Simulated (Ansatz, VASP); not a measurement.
# HfH2 in VASP and in Ansatz

```
CELL_PARAMETERS angstrom
3.53355 0.00000 0.00000
0.00000 3.53355 0.00000
0.00000 0.00000 4.32243
ATOMIC_POSITIONS crystal
Hf 0.00000 0.00000 0.00000
Hf 0.50000 0.50000 0.50000
H 0.00000 0.50000 0.25000
H 0.50000 0.00000 0.25000
H 0.50000 0.00000 0.75000
H 0.00000 0.50000 0.75000
```

Change from the starting cell: equal strain along all axes, cell held, atoms relaxed: +2.0 %.

Alike in both runs: task single point; functional PBEsol; k mesh 10 × 10 × 8; occupations gaussian, width 0.1 eV; no spin polarisation.

```csv
,VASP,Ansatz
version,VASP 6.6.1,Ansatz 0.2.0
potentials or method,"VASP PAW PBE potentials, release 64 (Hf_pv, H), cutoff 520 eV","scalar-relativistic, plane waves, PAW"
valence electrons in the cell,24,56
```

```tsv
	VASP	Ansatz	Ansatz less VASP
gap on the k mesh at the Fermi level (eV)	none	none	-
pressure (GPa)	-9.0	-8.3	+0.67
traceless stress, the component that is largest in VASP (GPa)	0.49	0.46	-0.033
```

VASP's potentials were made for PBE, not for PBEsol. A gap of «none» marks a metal or a gap that the smearing closes. VASP's potentials hold 24 valence electrons a cell and Ansatz's 56, so a difference there can come from the potentials and not from the codes.

Spin-orbit coupling is off throughout.
